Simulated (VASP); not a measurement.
# MgO (R-3m) in VASP: further runs, part 2 of 2

VASP 6.6.1. The steps go on from the part before.

## Step 3: Single point, HSE06 (epitaxial 111 strain -1.0%)

Input file POSCAR:

```
MgO
1.0
    0.0187185858      2.0998643271      2.0998643271
    2.0998643271      0.0187185858      2.0998643271
    2.0998643271      2.0998643271      0.0187185858
Mg O
1 1
Direct
    0.0000000000      0.0000000000      0.0000000000
    0.5000000000      0.5000000000      0.5000000000
```

Input file INCAR.step1:

```
SYSTEM = MgO
ALGO     = Normal         ! electronic algorithm
EDIFF    = 1E-5           ! SCF threshold, eV
ENCUT    = 520            ! plane-wave cutoff, eV
GGA      = PE             ! functional
ISIF     = 2              ! what is computed and relaxed
ISMEAR   = 0              ! smearing method
LASPH    = .True.         ! aspherical terms in the spheres
LCHARG   = .False.        ! write CHGCAR
LREAL    = .False.        ! projectors in reciprocal space
LWAVE    = .True.         ! write WAVECAR
NBANDS   = 11             ! bands
NELM     = 100            ! most SCF steps
PREC     = Accurate       ! precision mode
SIGMA    = 0.01           ! smearing width, eV
```

Input file INCAR.step2:

```
SYSTEM = MgO
ALGO     = Normal         ! electronic algorithm
EDIFF    = 1E-7           ! SCF threshold, eV
ENCUT    = 520            ! plane-wave cutoff, eV
GGA      = PE             ! functional
HFSCREEN = 0.2079         ! screening, 1/A
ISIF     = 2              ! what is computed and relaxed
ISMEAR   = 0              ! smearing method
ISTART   = 1            
LASPH    = .True.         ! aspherical terms in the spheres
LCHARG   = .False.        ! write CHGCAR
LHFCALC  = .True.         ! exact exchange
LREAL    = .False.        ! projectors in reciprocal space
LWAVE    = .False.        ! write WAVECAR
NBANDS   = 11             ! bands
NELM     = 100            ! most SCF steps
PREC     = Accurate       ! precision mode
PRECFOCK = Normal       
SIGMA    = 0.01           ! smearing width, eV
```

Input file KPOINTS:

```
k-points
0
Gamma
  8 8 8
  0 0 0
```

Potentials or basis: VASP PAW PBE potentials, release 64 (Mg, O).

On the command line:

```bash
cat potpaw_PBE.64/Mg/POTCAR potpaw_PBE.64/O/POTCAR > POTCAR
cp INCAR.step1 INCAR
mpirun -np 1 vasp_std > vasp.out
cp INCAR.step2 INCAR
mpirun -np 1 vasp_std > vasp.out
```

OUTCAR:

```text
SYSTEM = MgO
   EDIFF = 1E-7
   ENCUT = 520
   GGA = PE
   HFSCREEN = 0.2079
   ISIF = 2
   ISMEAR = 0
   ISTART = 1
   LASPH = .True.
   LHFCALC = .True.
   LREAL = .False.
   NELM = 100
   PREC = Accurate
   PRECFOCK = Normal

 ion  position               nearest neighbor table
   1  0.000  0.000  0.000-   2 2.09   2 2.09   2 2.09   2 2.09   2 2.09   2 2.09
   2  0.500  0.500  0.500-   1 2.09   1 2.09   1 2.09   1 2.09   1 2.09   1 2.09

  LATTYP: Found a trigonal (rhomboedric) cell.
 ALAT       =     2.9697156042
 COS(alpha) =     0.5088939691

  Lattice vectors:

 A1 = (   0.0187185858,   2.0998643271,   2.0998643271)
 A2 = (   2.0998643271,   0.0187185858,   2.0998643271)
 A3 = (   2.0998643271,   2.0998643271,   0.0187185858)

Analysis of symmetry for initial positions (statically):
=====================================================================
 Subroutine PRICEL returns:
 Original cell was already a primitive cell.

 Routine SETGRP: Setting up the symmetry group for a
 trigonal (rhombohedral) supercell.

 Subroutine GETGRP returns: Found 12 space group operations
 (whereof 12 operations were pure point group operations)
 out of a pool of 12 trial point group operations.

The static configuration has the point symmetry D_3d.

Analysis of symmetry for dynamics (positions and initial velocities):
=====================================================================
 Subroutine PRICEL returns:
 Original cell was already a primitive cell.

 Routine SETGRP: Setting up the symmetry group for a
 trigonal (rhombohedral) supercell.

 Subroutine GETGRP returns: Found 12 space group operations
 (whereof 12 operations were pure point group operations)
 out of a pool of 12 trial point group operations.

The dynamic configuration has the point symmetry D_3d.

 Subroutine INISYM returns: Found 12 space group operations
 (whereof 12 operations are pure point group operations),
 and found     1 'primitive' translations

----------------------------------------------------------------------------------------

                                     Primitive cell

  volume of cell :      18.2708

  direct lattice vectors                    reciprocal lattice vectors
     0.018718586  2.099864327  2.099864327    -0.241318351  0.239186200  0.239186200
     2.099864327  0.018718586  2.099864327     0.239186200 -0.241318351  0.239186200
     2.099864327  2.099864327  0.018718586     0.239186200  0.239186200 -0.241318351

  length of vectors
     2.969715604  2.969715604  2.969715604     0.415517296  0.415517296  0.415517296

  position of ions in fractional coordinates (direct lattice)
     0.000000000  0.000000000  0.000000000
     0.500000000  0.500000000  0.500000000

  ion indices of the primitive-cell ions
   primitive index   ion index
                 1           1
                 2           2

----------------------------------------------------------------------------------------

 KPOINTS: k-points

Automatic generation of k-mesh.
 Grid dimensions read from file:
 generate k-points for:    8    8    8

 Generating k-lattice:

  Cartesian coordinates                     Fractional coordinates (reciprocal lattice)
    -0.030164794  0.029898275  0.029898275     0.125000000  0.000000000  0.000000000
[... 43 lines left out ...]
   total plane-waves  NPLWV =  13824
   dimension x,y,z NGX =    24 NGY =   24 NGZ =   24
   dimension x,y,z NGXF=    48 NGYF=   48 NGZF=   48
   ions per type =               1   1
   NGX,Y,Z   is equivalent  to a cutoff of  13.44, 13.44, 13.44 a.u.
   NGXF,Y,Z  is equivalent  to a cutoff of  26.87, 26.87, 26.87 a.u.
 SYSTEM =  MgO
   PREC   = accura    normal or accurate (medium, high low for compatibility)
   ISTART =      1    job   : 0-new  1-cont  2-samecut
   ICHARG =      0    charge: 1-file 2-atom 10-const
   ISPIN  =      1    spin polarized calculation?
   LNONCOLLINEAR =      F non collinear calculations
   LSORBIT =      F    spin-orbit coupling
   LASPH  =      T    aspherical Exc in radial PAW
   ENCUT  =  520.0 eV  38.22 Ry    6.18 a.u.   5.52  5.52  5.52*2*pi/ulx,y,z
   NELM   =    100;   NELMIN=  2; NELMDL=  0     # of ELM steps
   EDIFF  = 0.1E-06   stopping-criterion for ELM
   LREAL  =      F    real-space projection
   EDIFFG = 0.1E-05   stopping-criterion for IOM
   NSW    =      0    number of steps for IOM
   IBRION =     -1    ionic relax: 0-MD 1-quasi-New 2-CG
   NFREE  =      0    steps in history (QN), initial steepest desc. (CG)
   ISIF   =      2    stress and relaxation
   ISYM   =      3    0-nonsym 1-usesym 2-fastsym
   POTIM  = 0.5000    time-step for ionic-motion
   TEBEG  =    0.0;   TEEND  =   0.0 temperature during run
   PSTRESS=    0.0 pullay stress
   NELECT =       8.0000    total number of electrons
   NUPDOWN=      -1.0000    fix difference up-down
   EMIN   =  10.00;   EMAX   =-10.00  energy-range for DOS
   EFERMI =   0.00;   METHOD = LEGACY
   ISMEAR =     0;   SIGMA  =   0.01  broadening in eV -4-tet -1-fermi 0-gaus
   EFERMI_NEDOS =   21; number of points for ismear=-14 and -15
   IALGO  =     38    algorithm
   IMIX   =      1    mixing-type and parameters
     AMIX     =   0.40;   BMIX     =  1.00
     AMIX_MAG =   1.60;   BMIX_MAG =  1.00
  volume/ion in A,a.u.               =       9.14        61.65
  Fermi-wavevector in a.u.,A,eV,Ry     =   1.243137  2.349188 21.026298  1.545389
  Thomas-Fermi vector in A             =   2.377461
   LORBIT       =      0    0 simple, 1 ext, 2 COOP (PROOUT), +10 PAW based schemes
   GGA     = PE    functional components
   LHFCALC =     T    Hartree Fock is set to
   PRECFOCK=normal    Normal, Fast or Accurate (Low or Medium for compatibility)
   ENCUT4O =  -1.0   cutoff for four orbital integrals eV
   NKREDX  =     1    reduce k-point grid by
   NKREDY  =     1    reduce k-point grid by
   NKREDZ  =     1    reduce k-point grid by
   AEXX    =    0.2500 exact exchange contribution
   HFSCREEN=    0.2079 screening length (either q_TF or 0.3 A-1)
   HFSCREENC=   0.2079 screening length for correlation (either q_TF or 0.3 A-1)
   ENCUTFOCK=  -1.0 apply spherical cutoff to Coloumb kernel
   IVDW    =     0    specifies the selected vdW correction
   LEPSILON=     F    determine dielectric tensor
   LRPA    =     F    only Hartree local field effects (RPA)
 non-spin polarized calculation
 Gauss-broadening in eV      SIGMA  =   0.01
  energy-cutoff  :      520.00
  volume of cell :       18.27
 maximum number of plane-waves:       531
 NGX is ok and might be reduce to    24
  NGX = 18; NGY = 18; NGZ = 18

 number of electron       8.0000002 magnetization

 Free energy of the ion-electron system (eV)
  ---------------------------------------------------
  ext. energy  EPLUGINS =         0.00000000
  ---------------------------------------------------
  free energy    TOTEN  =       -14.20613490 eV

  energy without entropy =      -14.20613490  energy(sigma->0) =      -14.20613490

 E-fermi :   2.2094     XC(G=0):  -9.1799

 val. band max:        2.1364722345   @ k =   0.0000   0.0000   0.0000
 cond. band min:       8.7758384847   @ k =   0.0000   0.0000   0.0000
 fundamental gap:      6.6393662502
 Fermi energy:         2.2094121693

 k-point     1 :       0.0000    0.0000    0.0000
  band No.  band energies     occupation
      1     -16.8397      2.00000
      2       2.0339      2.00000
      3       2.1365      2.00000
      4       2.1365      2.00000
      5       8.7758      0.00000
      6      19.7271      0.00000
      7      20.1278      0.00000
      8      20.1278      0.00000
      9      23.9785      0.00000
     10      25.9425      0.00000
     11      25.9425      0.00000
[... 309 lines left out ...]
 k-point    24 :       0.3750    0.1250    0.1250
  band No.  band energies     occupation
      1     -15.9083      2.00000
      2      -1.3037      2.00000
      3       0.9585      2.00000
      4       1.6568      2.00000
      5      12.2136      0.00000
      6      16.3620      0.00000
      7      19.9572      0.00000
      8      21.6344      0.00000
      9      23.6950      0.00000
     10      25.7821      0.00000
     11      28.2827      0.00000

 [... further k-points ...]
[... 5 lines left out ...]
  --------------------------------------------------------------------------------------
  -------------------------------------------------------------------------------------
  Total        0.2580560      0.2580560      0.2580560     -0.1648656     -0.1648656     -0.1648656
  in kB       22.6290816     22.6290816     22.6290816    -14.4571574    -14.4571574    -14.4571574
  external PRESSURE =      22.6290816 kB  Pullay stress =       0.0000000 kB

 VOLUME and BASIS-vectors are now :
 -----------------------------------------------------------------------------
  energy-cutoff  :      520.00
  volume of cell :       18.27
      direct lattice vectors                 reciprocal lattice vectors
     0.018718586  2.099864327  2.099864327    -0.241318351  0.239186200  0.239186200
     2.099864327  0.018718586  2.099864327     0.239186200 -0.241318351  0.239186200
     2.099864327  2.099864327  0.018718586     0.239186200  0.239186200 -0.241318351

 POSITION                                       TOTAL-FORCE (eV/Angst)
 -----------------------------------------------------------------------------------
      0.00000      0.00000      0.00000        -0.000000      0.000000     -0.000000
      2.10922      2.10922      2.10922         0.000000     -0.000000      0.000000
 -----------------------------------------------------------------------------------
    total drift:                               -0.000000      0.000000     -0.000001

  FREE ENERGIE OF THE ION-ELECTRON SYSTEM (eV)
  ---------------------------------------------------
  free  energy   TOTEN  =       -14.2061349002 eV

  energy  without entropy=      -14.2061349002  energy(sigma->0) =      -14.20613490
```

Wall time 2 h (1 thread of Intel Xeon 8259CL, shared host); peak memory 0.27 GiB.

What came out:

* Free energy: -14.2061 eV
* Pressure: 2.3 GPa
* Band gap on the k mesh: 6.64 eV

Levels at points of the mesh, in eV from the valence-band top:
```csv
k point,band 1,band 2,band 3,band 4,band 5,band 6,band 7,band 8
"(0.00, 0.00, 0.00)",-18.98,-0.10,0.00,0.00,6.64,17.59,17.99,17.99
"(0.50, 0.00, 0.00)",-17.56,-5.05,-0.83,-0.76,9.75,15.15,18.37,18.55
"(0.50, 0.50, 0.00)",-17.29,-4.52,-1.59,-1.48,10.84,12.08,15.58,21.61
"(0.50, 0.50, 0.50)",-17.61,-5.12,-0.71,-0.71,9.89,14.95,18.73,18.73
```

Caveat: the cell differs from its parent crystal (epitaxial 111 strain -1.0%); the PAW data sets were made with another functional, which shifts forces and pressure a little.
